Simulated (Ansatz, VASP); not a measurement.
# Two plane-wave programs on HfC

File INCAR:

```
SYSTEM = HfC
ALGO = Normal ; EDIFF = 1E-6
ENCUT = 600 ; GGA = PE
GGA_COMPAT = .False. ; ISIF = 2
ISMEAR = 1 ; LASPH = .True.
LCHARG = .True. ; LELF = .True.
LREAL = .False. ; LVHAR = .True.
LWAVE = .False. ; NBANDS = 14
NELM = 120 ; PREC = Accurate
SIGMA = 0.3
```

KPOINTS

```
k-points
0
Gamma
  12 12 12
  0 0 0
```

The input POSCAR:

```
HfC
1.0
    0.0000000000      2.3250000000      2.3250000000
    2.3250000000      0.0000000000      2.3250000000
    2.3250000000      2.3250000000      0.0000000000
Hf C
1 1
Direct
    0.5000000000      0.5000000000      0.5000000000
    0.0000000000      0.0000000000      0.0000000000
```

Input for Ansatz:

```yaml
crystal:
  lattice:
    bravais: fcc
    a: 4.65
  space_group: 225
  atoms:
    - { symbol: Hf, position: [0.5, 0.0, 0.0] }
    - { symbol: C, position: [0.0, 0.0, 0.0] }
  reduce_to_primitive: true
kpoints:
  mp_grid:
    grid: [12, 12, 12]
hamiltonian:
  xc: pbe
scf:
  occupations:
    method: cold
    width: 0.3
output:
  forces: true
  stress: true
```

Alike in both runs: task single point; functional PBE; k mesh 12 × 12 × 12; no spin polarisation.

|  | VASP | Ansatz |
| --- | --- | --- |
| version | VASP 6.6.1 | Ansatz 0.2.0 |
| potentials or method | VASP PAW PBE potentials, release 64 (Hf_pv, C) | plane waves, PAW |
| plane-wave cutoff (eV) | 600 | 420 |
| occupations | methfessel-paxton of order 1, width 0.3 eV | cold, width 0.3 eV |
| valence electrons in the cell | 14 | 30 |

VASP gave:

| Property | Result |
| --- | --- |
| pressure (GPa) | -0.5 |

Q: Which values does Ansatz return?

A: Pressure (GPa): 0.2.

VASP's potentials hold 14 valence electrons a cell and Ansatz's 30, so a difference there can come from the potentials and not from the codes.

Spin-orbit coupling is off throughout.
